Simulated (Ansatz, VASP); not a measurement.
One calculation of Zr, two programs

File INCAR:

```
  ALGO = Normal
  DIPOL = 0.5 0.5 0.387
  EDIFF = 1E-6
  ENCUT = 400
  GGA = PS
  GGA_COMPAT = False
  IDIPOL = 3
  ISIF = 2
  ISMEAR = 1
  IVDW = 13
  LASPH = True
  LCHARG = False
  LDIPOL = True
  LREAL = False
  LWAVE = False
  NBANDS = 32
  NELM = 120
  NELMDL = -8
  PREC = Accurate
  SIGMA = 0.1
```

The input KPOINTS:

```
k-points
0
Gamma
  12 12 1
```

Contents of POSCAR:

```
Zr
1.0
    3.1854210977      0.0000000000      0.0000000000
   -1.5927105489      2.7586555924      0.0000000000
    0.0000000000      0.0000000000     27.7369138270
Zr
4
Direct
    0.6666666667      0.3333333333      0.2523712639
    0.3333333333      0.6666666667      0.3388995909
    0.6666666667      0.3333333333      0.4327595187
    0.3333333333      0.6666666667      0.5251120344
```

Input for Ansatz:

```yaml
crystal:
  lattice:
    - [3.1854210977, 0.0, 0.0]
    - [-1.5927105489, 2.7586555924, 0.0]
    - [0.0, 0.0, 27.736913827]
  atoms:
    - { symbol: Zr, position: [0.6666666667, 0.3333333333, 0.2523712639] }
    - { symbol: Zr, position: [0.3333333333, 0.6666666667, 0.3388995909] }
    - { symbol: Zr, position: [0.6666666667, 0.3333333333, 0.4327595187] }
    - { symbol: Zr, position: [0.3333333333, 0.6666666667, 0.5251120344] }
basis:
  ecutwfc: 420
kpoints:
  mp_grid: { grid: [12, 12, 1] }
hamiltonian:
  xc: pbesol
  dispersion: d4
  pseudopotentials: { kind: paw, azcp: { folder: soft_1 } }
scf:
  occupations: { method: methfessel_paxton, width: 0.1 }
  n_extra_bands: 8
  max_iter: 160
output:
  forces: true
  eigenvalues: true
  write_density: true
  write_potential: true
  elf: true
  volumetric_format: npy
efield:
  axis: 3
  dipole_correction: true
```

Alike in both runs: task single point; functional PBEsol; dispersion D4; k mesh 12 × 12 × 1; occupations methfessel-paxton of order 1, width 0.1 eV; no spin polarisation.

```csv
,VASP,Ansatz
version,VASP 6.6.1,Ansatz 0.2.0
potentials or method,"VASP PAW PBE potentials, release 64 (Zr_sv), cutoff 400 eV","scalar-relativistic, plane waves, PAW"
valence electrons in the cell,48,48
```

Ansatz gave:

```
gap on the k mesh at the Fermi level (eV) : none
rms of the force components (eV/Å)        : 0.238
```

**Question.** What did VASP give for the same quantities?

**Answer.** gap on the k mesh at the Fermi level (eV): none; rms of the force components (eV/Å): 0.237.

VASP's potentials were made for PBE, not for PBEsol, and Ansatz warns of the same on its side. Atom by atom the forces differ by 0.002 eV/Å (rms over components). A gap of «none» marks a metal or a gap that the smearing closes. Ansatz's warnings: xc potential rough in thin density.
